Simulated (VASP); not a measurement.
Hf2Pd2Se2Br2O3:

```xyz
11
Lattice="7.6772 -1.7097 0.0000 7.6772 1.7097 0.0000 -3.9994 0.0000 12.5875" Properties=species:S:1:pos:R:3 pbc="T T T"
Hf   -2.9113    0.0000   11.8142
Hf    3.1781    0.0000    9.0241
Pd   10.6418    0.0000    6.1724
Pd    9.3695    0.0000    3.2341
Se    0.5754    0.0000    1.9429
Se    1.5781    0.0000    5.1861
Br    2.5312    0.0000   12.0186
Br    8.7231    0.0000    8.9811
O     3.8731    0.0000    7.2848
O     5.7273    0.0000   11.6684
O    11.7666    0.0000    9.7970
```

Base run:

* Program: VASP 6.6.1
* Functional: PBE
* Potentials or basis: VASP PAW PBE potentials, release 64 (Hf_pv, Pd, Se, Br, O)
* Cutoff: 520 eV
* k mesh: 8 × 8 × 2
* Occupations: fermi-dirac, width 0.05 eV
* Spin: no spin polarisation

Its results: band gap on the k mesh 0.83 eV (least direct gap 0.87 eV); pressure -0.4 GPa; largest force 0.143 eV/Å.

Q: The run is repeated on the same cell with these changes: dispersion from none to TS. What comes out?

A: Band gap on the k mesh 0.83 eV (least direct gap 0.87 eV); pressure -0.8 GPa; largest force 0.133 eV/Å.

Dispersion adds attraction, which lowers the pressure at fixed volume.

Caveats: spin-orbit coupling is left out, which moves the levels of the heavy elements.

A k mesh can miss the band edges.
